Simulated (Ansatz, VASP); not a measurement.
BN in VASP and in Ansatz

File INCAR:

```
SYSTEM = BN
  PREC = Accurate
  ENCUT = 600
  EDIFF = 1E-6
  ISMEAR = -1
  SIGMA = 0.0058
  LREAL = .False.
  LASPH = .True.
  NELM = 120
  ALGO = Normal
  ISIF = 2
  LWAVE = .False.
  LCHARG = .False.
  GGA = PE
  NBANDS = 11
  GGA_COMPAT = .False.
```

Contents of KPOINTS:

```
regular mesh
0
Gamma
  4 4 4
  0 0 0
```

File POSCAR:

```
BN
1.0
    2.4980764810      0.0005876274      0.0202983635
   -1.2412476994      2.1487558037     -0.0094382119
   -0.6039520245     -1.0737664245      3.0203994357
B N
1 1
Direct
    0.9796430000      0.9834990000      0.0018060000
    0.6685060000      0.3323850000      0.9849990000
```

Input for Ansatz:

```yaml
crystal:
  lattice:
    - [2.498076481, 0.0005876274, 0.0202983635]
    - [-1.2412476994, 2.1487558037, -0.0094382119]
    - [-0.6039520245, -1.0737664245, 3.0203994357]
  atoms:
    - { symbol: B, position: [0.979643, 0.983499, 0.001806] }
    - { symbol: "N", position: [0.668506, 0.332385, 0.984999] }
basis:
  ecutwfc: 420
kpoints:
  mp_grid: { grid: [4, 4, 4] }
hamiltonian:
  xc: pbe
scf:
  occupations: { method: fermi_dirac, width: 0.0058 }
  n_extra_bands: 5
  max_iter: 68
output:
  forces: true
  stress: true
  eigenvalues: true
```

Alike in both runs: task single point; functional PBE; k mesh 4 × 4 × 4; occupations fermi-dirac, width 0.0058 eV; no spin polarisation.

|  | VASP | Ansatz |
| --- | --- | --- |
| version | VASP 6.6.1 | Ansatz 0.2.0 |
| potentials or method | VASP PAW PBE potentials, release 64 (B, N), cutoff 600 eV | scalar-relativistic, plane waves, PAW |
| valence electrons in the cell | 8 | 8 |

Ansatz gave:

| Property | Result |
| --- | --- |
| gap on the k mesh at the Fermi level (eV) | 3.10 |
| least direct gap on the mesh (eV) | 4.92 |
| pressure (GPa) | 12.0 |
| traceless stress, the component that is largest in VASP (GPa) | 12.84 |
| rms of the force components (eV/Å) | 1.752 |

Question: What did VASP give for the same quantities?

Answer: gap on the k mesh at the Fermi level (eV): 3.09; least direct gap on the mesh (eV): 4.91; pressure (GPa): 11.9; traceless stress, the component that is largest in VASP (GPa): 12.94; rms of the force components (eV/Å): 1.749.

Atom by atom the forces differ by 0.004 eV/Å (rms over components).

The k mesh is coarse, so the values compare programs but aren't converged.
